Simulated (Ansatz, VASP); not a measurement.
# Si3N4: VASP beside Ansatz

The input INCAR:

```
PREC = Accurate
ENCUT = 520
EDIFF = 1E-6
ISMEAR = -1
SIGMA = 0.02
LREAL = F
LASPH = T
NELM = 60
ALGO = Normal
ISIF = 2
LWAVE = F
LCHARG = F
GGA = PE
IBRION = 2
NSW = 80
EDIFFG = -0.02
```

Contents of KPOINTS:

```
regular mesh
0
Gamma
  4 4 9
```

Contents of POSCAR:

```
Si3N4
1.0
    7.6374000000      0.0000000000      0.0000000000
   -3.8187000000      6.6141824189      0.0000000000
    0.0000000000      0.0000000000      2.9220000000
Si N
6 8
Direct
    0.1921000000      0.7662000000      0.2500000000
    0.4259000000      0.1921000000      0.7500000000
    0.2338000000      0.4259000000      0.2500000000
    0.8079000000      0.2338000000      0.7500000000
    0.5741000000      0.8079000000      0.2500000000
    0.7662000000      0.5741000000      0.7500000000
    0.3333333333      0.6666666667      0.2500000000
    0.6666666667      0.3333333333      0.7500000000
    0.3395000000      0.0354000000      0.2500000000
    0.3041000000      0.3395000000      0.7500000000
    0.9646000000      0.3041000000      0.2500000000
    0.6605000000      0.9646000000      0.7500000000
    0.6959000000      0.6605000000      0.2500000000
    0.0354000000      0.6959000000      0.7500000000
```

Input for Ansatz:

```yaml
crystal:
  lattice:
    - [7.6374, 0.0, 0.0]
    - [-3.8187, 6.6141824189, 0.0]
    - [0.0, 0.0, 2.922]
  atoms:
    - { symbol: Si, position: [0.1921, 0.7662, 0.25] }
    - { symbol: Si, position: [0.4259, 0.1921, 0.75] }
    - { symbol: Si, position: [0.2338, 0.4259, 0.25] }
    - { symbol: Si, position: [0.8079, 0.2338, 0.75] }
    - { symbol: Si, position: [0.5741, 0.8079, 0.25] }
    - { symbol: Si, position: [0.7662, 0.5741, 0.75] }
    - { symbol: "N", position: [0.3333333333, 0.6666666667, 0.25] }
    - { symbol: "N", position: [0.6666666667, 0.3333333333, 0.75] }
    - { symbol: "N", position: [0.3395, 0.0354, 0.25] }
    - { symbol: "N", position: [0.3041, 0.3395, 0.75] }
    - { symbol: "N", position: [0.9646, 0.3041, 0.25] }
    - { symbol: "N", position: [0.6605, 0.9646, 0.75] }
    - { symbol: "N", position: [0.6959, 0.6605, 0.25] }
    - { symbol: "N", position: [0.0354, 0.6959, 0.75] }
kpoints:
  mp_grid: { grid: [4, 4, 9] }
scf:
  occupations: { method: fermi_dirac, width: 0.02 }
hamiltonian:
  xc: pbe
  pseudopotentials: { kind: paw }
output:
  forces: true
  stress: true
  populations: true
  efg:
    quadrupole_moments_barn: { "N": 0.02044 }
    contact_densities: true
  write_density: true
  write_potential: true
  elf: true
  volumetric_format: npy
relax:
  f_tol: 0.02
  max_steps: 60
```

Alike in both runs: task relaxation of the atoms; functional PBE; k mesh 4 × 4 × 9; occupations fermi-dirac, width 0.02 eV; no spin polarisation.

```csv
,VASP,Ansatz
version,VASP 6.6.1,Ansatz 0.2.0
potentials or method,"VASP PAW PBE potentials, release 64 (Si, N)","plane-wave PAW, scalar-relativistic"
plane-wave cutoff (eV),520,420
valence electrons in the cell,64,64
```

VASP gave:

```
gap on the k mesh at the Fermi level, each at its own relaxed structure (eV) : 4.27
```

**Question.** Estimate Ansatz's values.

**Answer.** gap on the k mesh at the Fermi level, each at its own relaxed structure (eV): 4.29.

Ansatz's warnings: stress scf threshold loose.
